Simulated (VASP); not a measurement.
A run of VASP 6.6.1:

Contents of INCAR:

```
PREC = Accurate ; ENCUT = 520
EDIFF = 1E-6 ; ISMEAR = 0
SIGMA = 0.15 ; LREAL = F
LASPH = T ; NELM = 100
ALGO = Fast ; ISIF = 2
LWAVE = F ; LCHARG = F
GGA = PE ; NBANDS = 18
```

File KPOINTS:

```
Automatic mesh
0
Gamma
  15 15 10
```

The input POSCAR:

```
Sc
1.0
    3.2642000000      0.0000000000      0.0000000000
   -1.6321000000      2.8268801230      0.0000000000
    0.0000000000      0.0000000000      5.1626334843
Sc
2
Direct
    0.3333333333      0.6666666667      0.2500000000
    0.6666666667      0.3333333333      0.7500000000
```

Potentials or basis: VASP PAW PBE potentials, release 64 (Sc_sv).

Run with:

```console
$ cat potpaw_PBE.64/Sc_sv/POTCAR > POTCAR
$ mpirun -np 1 vasp_std > vasp.out
```

Hardware: 1 thread of Intel Xeon 8259CL (shared host).

Estimate the wall time of this run.

Run time: 3 min on 1 thread of Intel Xeon 8259CL, on a shared host, peak memory 0.24 GiB. Counts: scf iterations 16, k points 162.
